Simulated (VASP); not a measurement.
# Cu (P6_3/mmc) in VASP: notebook

The runs below take Cu through single point, relaxation of cell and atoms, with PBE.

Everything below comes from runs of VASP 6.6.1. Logs are shortened: lines on timing, memory, paths and dates and some standing lists are left out, and cuts for length are marked.

## (1) The cell of the first run

Symmetry: P6_3/mmc, No. 194, hexagonal system. Conventional cell: a = 2.665 Å, b = 2.665 Å, c = 4.364 Å, α = 90.00°, β = 90.00°, γ = 120.00°. Cu (site symmetry -6m2) has 12 Cu at 2.66 to 2.67 Å within 3.5 Å.

## (2) Single point, PBE (volume scaled by 1.12)

Input file INCAR:

```
  PREC = Accurate
  ENCUT = 520
  EDIFF = 1E-6
  ISMEAR = -1
  SIGMA = 0.1
  LREAL = F
  LASPH = T
  NELM = 100
  ALGO = Normal
  ISIF = 2
  LWAVE = F
  LCHARG = F
  GGA = PE
  NBANDS = 18
```

Input file KPOINTS:

```
regular mesh
0
Gamma
  16 16 9
```

Input file POSCAR:

```
Cu
1.0
    2.6649458496      0.0000000000      0.0000000000
   -1.3324729248      2.3079108054      0.0000000000
    0.0000000000      0.0000000000      4.3635972314
Cu
2
Direct
    0.3333333333      0.6666666667      0.2500000000
    0.6666666667      0.3333333333      0.7500000000
```

Potentials or basis: VASP PAW PBE potentials, release 64 (Cu).

The run is started by

```
> cat potpaw_PBE.64/Cu/POTCAR > POTCAR
> mpirun -np 1 vasp_std > vasp.out
```

OUTCAR:

```text
PREC = Accurate
   ENCUT = 520
   EDIFF = 1E-6
   ISMEAR = -1
   LREAL = F
   LASPH = T
   NELM = 100
   ISIF = 2
   GGA = PE

 ion  position               nearest neighbor table
   1  0.333  0.667  0.250-   2 2.67   2 2.67   2 2.67   2 2.67   2 2.67   2 2.67
   2  0.667  0.333  0.750-   1 2.67   1 2.67   1 2.67   1 2.67   1 2.67   1 2.67

  LATTYP: Found a hexagonal cell.
 ALAT       =     2.6649458496
 C/A-ratio  =     1.6374055901

  Lattice vectors:

 A1 = (   2.6649458496,   0.0000000000,   0.0000000000)
 A2 = (  -1.3324729248,   2.3079108054,   0.0000000000)
 A3 = (   0.0000000000,   0.0000000000,   4.3635972314)

Analysis of symmetry for initial positions (statically):
=====================================================================
 Subroutine PRICEL returns:
 Original cell was already a primitive cell.

 Routine SETGRP: Setting up the symmetry group for a
 hexagonal supercell.

 Subroutine GETGRP returns: Found 24 space group operations
 (whereof 12 operations were pure point group operations)
 out of a pool of 24 trial point group operations.

The static configuration has the point symmetry D_3d.
 The point group associated with its full space group is D_6h.

Analysis of symmetry for dynamics (positions and initial velocities):
=====================================================================
 Subroutine PRICEL returns:
 Original cell was already a primitive cell.

 Routine SETGRP: Setting up the symmetry group for a
 hexagonal supercell.

 Subroutine GETGRP returns: Found 24 space group operations
 (whereof 12 operations were pure point group operations)
 out of a pool of 24 trial point group operations.

The dynamic configuration has the point symmetry D_3d.
 The point group associated with its full space group is D_6h.

 Subroutine INISYM returns: Found 24 space group operations
 (whereof 12 operations are pure point group operations),
 and found     1 'primitive' translations

----------------------------------------------------------------------------------------

                                     Primitive cell

  volume of cell :      26.8381

  direct lattice vectors                    reciprocal lattice vectors
     2.664945850  0.000000000  0.000000000     0.375242146  0.216646154  0.000000000
    -1.332472925  2.307910805  0.000000000     0.000000000  0.433292308  0.000000000
     0.000000000  0.000000000  4.363597231     0.000000000  0.000000000  0.229168722

  length of vectors
     2.664945850  2.664945850  4.363597231     0.433292308  0.433292308  0.229168722

  position of ions in fractional coordinates (direct lattice)
     0.333333333  0.666666667  0.250000000
     0.666666667  0.333333333  0.750000000

  ion indices of the primitive-cell ions
   primitive index   ion index
                 1           1
                 2           2

----------------------------------------------------------------------------------------

 KPOINTS: regular mesh

Automatic generation of k-mesh.
 Grid dimensions read from file:
 generate k-points for:   16   16    9

 Generating k-lattice:

  Cartesian coordinates                     Fractional coordinates (reciprocal lattice)
     0.023452634  0.013540385  0.000000000     0.062500000  0.000000000  0.000000000
     0.000000000  0.027080769  0.000000000     0.000000000  0.062500000  0.000000000
     0.000000000  0.000000000  0.025463191     0.000000000  0.000000000  0.111111111

  Length of vectors
     0.027080769  0.027080769  0.025463191

  Shift w.r.t. Gamma in fractional coordinates (k-lattice)
     0.000000000  0.000000000  0.000000000

 Subroutine IBZKPT returns following result:
 ===========================================

 Found    150 irreducible k-points:

 Following reciprocal coordinates:
            Coordinates               Weight
  0.000000  0.000000  0.000000      1.000000
  0.062500  0.000000  0.000000      6.000000
  0.125000  0.000000  0.000000      6.000000
  0.187500  0.000000  0.000000      6.000000
  0.250000  0.000000  0.000000      6.000000
  0.312500  0.000000  0.000000      6.000000
[... 16 lines left out ...]
  0.187500  0.187500  0.000000      6.000000
  0.250000  0.187500  0.000000     12.000000
 [... further k-points ...]
   k-points           NKPTS =    150   k-points in BZ     NKDIM =    150   number of bands    NBANDS=     18
   number of dos      NEDOS =    301   number of ions     NIONS =      2
   total plane-waves  NPLWV =  12800
   dimension x,y,z NGX =    20 NGY =   20 NGZ =   32
   dimension x,y,z NGXF=    40 NGYF=   40 NGZF=   64
   ions per type =               2
   NGX,Y,Z   is equivalent  to a cutoff of  12.48, 12.48, 12.19 a.u.
   NGXF,Y,Z  is equivalent  to a cutoff of  24.95, 24.95, 24.38 a.u.
 SYSTEM =  unknown system
   PREC   = accura    normal or accurate (medium, high low for compatibility)
   ISTART =      0    job   : 0-new  1-cont  2-samecut
   ICHARG =      2    charge: 1-file 2-atom 10-const
   ISPIN  =      1    spin polarized calculation?
   LNONCOLLINEAR =      F non collinear calculations
   LSORBIT =      F    spin-orbit coupling
   LASPH  =      T    aspherical Exc in radial PAW
   ENCUT  =  520.0 eV  38.22 Ry    6.18 a.u.   4.96  4.96  8.11*2*pi/ulx,y,z
   NELM   =    100;   NELMIN=  2; NELMDL= -5     # of ELM steps
   EDIFF  = 0.1E-05   stopping-criterion for ELM
   LREAL  =      F    real-space projection
   EDIFFG = 0.1E-04   stopping-criterion for IOM
   NSW    =      0    number of steps for IOM
   IBRION =     -1    ionic relax: 0-MD 1-quasi-New 2-CG
   NFREE  =      0    steps in history (QN), initial steepest desc. (CG)
   ISIF   =      2    stress and relaxation
   ISYM   =      2    0-nonsym 1-usesym 2-fastsym
   POTIM  = 0.5000    time-step for ionic-motion
   TEBEG  =    0.0;   TEEND  =   0.0 temperature during run
   PSTRESS=    0.0 pullay stress
   NELECT =      22.0000    total number of electrons
   NUPDOWN=      -1.0000    fix difference up-down
   EMIN   =  10.00;   EMAX   =-10.00  energy-range for DOS
   EFERMI =   0.00;   METHOD = LEGACY
   ISMEAR =    -1;   SIGMA  =   0.10  broadening in eV -4-tet -1-fermi 0-gaus
   EFERMI_NEDOS =   21; number of points for ismear=-14 and -15
   IALGO  =     38    algorithm
   IMIX   =      4    mixing-type and parameters
     AMIX     =   0.40;   BMIX     =  1.00
     AMIX_MAG =   1.60;   BMIX_MAG =  1.00
  volume/ion in A,a.u.               =      13.42        90.56
  Fermi-wavevector in a.u.,A,eV,Ry     =   1.532140  2.895324 31.939025  2.347452
  Thomas-Fermi vector in A             =   2.639387
   LORBIT       =      0    0 simple, 1 ext, 2 COOP (PROOUT), +10 PAW based schemes
   GGA     = PE    functional components
   LHFCALC =     F    Hartree Fock is set to
   AEXX    =    0.0000 exact exchange contribution
   IVDW    =     0    specifies the selected vdW correction
   LEPSILON=     F    determine dielectric tensor
   LRPA    =     F    only Hartree local field effects (RPA)
 non-spin polarized calculation
  energy-cutoff  :      520.00
  volume of cell :       26.84
 maximum number of plane-waves:       754
 NGX is ok and might be reduce to    20
   NGX =  9   NGY =  9   NGZ = 17

 number of electron      21.9999966 magnetization

 Free energy of the ion-electron system (eV)
  ---------------------------------------------------
  ext. energy  EPLUGINS =         0.00000000
  ---------------------------------------------------
  free energy    TOTEN  =        -7.34018949 eV

  energy without entropy =       -7.31751591  energy(sigma->0) =       -7.32885270

 E-fermi :   6.0969     XC(G=0): -12.0009

 val. band max:        6.0807781892   @ k =   0.3125   0.0000   0.3333
 cond. band min:       6.1084571500   @ k =   0.5000   0.0000   0.2222
 fundamental gap:      0.0276789608
 Fermi energy:         6.0968774160

 k-point     1 :       0.0000    0.0000    0.0000
  band No.  band energies     occupation
      1      -2.3170      2.00000
      2       1.6908      2.00000
      3       3.4334      2.00000
      4       3.4938      2.00000
      5       3.4938      2.00000
      6       3.6597      2.00000
[... 10 lines left out ...]
     17      27.7728      0.00000
     18      27.7729      0.00000

 k-point     2 :       0.0625    0.0000    0.0000
  band No.  band energies     occupation
      1      -2.2013      2.00000
      2       1.7563      2.00000
      3       3.3759      2.00000
      4       3.5318      2.00000
      5       3.5426      2.00000
      6       3.6412      2.00000
[... 10 lines left out ...]
     17      28.8018      0.00000
     18      28.9369      0.00000

 k-point     3 :       0.1250    0.0000    0.0000
  band No.  band energies     occupation
      1      -1.8579      2.00000
      2       1.9369      2.00000
      3       3.2745      2.00000
      4       3.5659      2.00000
      5       3.6230      2.00000
      6       3.6417      2.00000
[... 10 lines left out ...]
     17      28.1673      0.00000
     18      28.8247      0.00000

 k-point     4 :       0.1875    0.0000    0.0000
  band No.  band energies     occupation
      1      -1.2994      2.00000
      2       2.1770      2.00000
      3       3.1653      2.00000
      4       3.2504      2.00000
      5       3.4978      2.00000
      6       3.7340      2.00000
[... 375 lines left out ...]
      4       3.2817      2.00000
      5       3.3876      2.00000
      6       3.4912      2.00000
[... 10 lines left out ...]
     17      16.2089      0.00000
     18      23.2043      0.00000

 k-point    23 :       0.1875    0.1875    0.0000
  band No.  band energies     occupation
      1       0.5243      2.00000
      2       2.6374      2.00000
      3       2.7123      2.00000
      4       2.8384      2.00000
      5       3.4042      2.00000
      6       3.5139      2.00000
[... 10 lines left out ...]
     17      22.7014      0.00000
     18      22.7821      0.00000

 k-point    24 :       0.2500    0.1875    0.0000
  band No.  band energies     occupation
      1       1.3291      2.00000
      2       2.5946      2.00000
      3       2.6231      2.00000
      4       2.8335      2.00000
      5       3.3438      2.00000
      6       3.5990      2.00000
[... 10 lines left out ...]
     17      20.5052      0.00000
     18      21.9932      0.00000

 [... further k-points ...]

------------------------ aborting loop because EDIFF is reached ----------------------------------------

  FORCE on cell =-STRESS in cart. coord.  units (eV):
  Direction    XX          YY          ZZ          XY          YZ          ZX
  --------------------------------------------------------------------------------------
  -------------------------------------------------------------------------------------
  Total       -1.8468716     -1.8468716     -1.8546459      0.0000000      0.0000000      0.0000000
  in kB     -110.2542217   -110.2542217   -110.7183254      0.0000000      0.0000000      0.0000000
  external PRESSURE =    -110.4089229 kB  Pullay stress =       0.0000000 kB

 VOLUME and BASIS-vectors are now :
 -----------------------------------------------------------------------------
  energy-cutoff  :      520.00
  volume of cell :       26.84
      direct lattice vectors                 reciprocal lattice vectors
     2.664945850  0.000000000  0.000000000     0.375242146  0.216646154  0.000000000
    -1.332472925  2.307910805  0.000000000     0.000000000  0.433292308  0.000000000
     0.000000000  0.000000000  4.363597231     0.000000000  0.000000000  0.229168722

 POSITION                                       TOTAL-FORCE (eV/Angst)
 -----------------------------------------------------------------------------------
     -0.00000      1.53861      1.09090         0.000000     -0.000000      0.000000
      1.33247      0.76930      3.27270        -0.000000      0.000000      0.000000
 -----------------------------------------------------------------------------------
    total drift:                               -0.000000      0.000000     -0.000000

  FREE ENERGIE OF THE ION-ELECTRON SYSTEM (eV)
  ---------------------------------------------------
  free  energy   TOTEN  =        -7.3401894902 eV

  energy  without entropy=       -7.3175159125  energy(sigma->0) =       -7.32885270
```

It took 29 s on 1 thread of Intel Xeon Platinum 8488C (Sapphire Rapids), shared host; peak memory 0.17 GiB.

Results:

```
Free energy            : -7.3402 eV
Pressure               : -11.0 GPa
Band gap on the k mesh : zero (band 11 reaches 9.19 eV, above the bottom of band 12 at 4.37 eV)
```

[end of part 1 of 2]
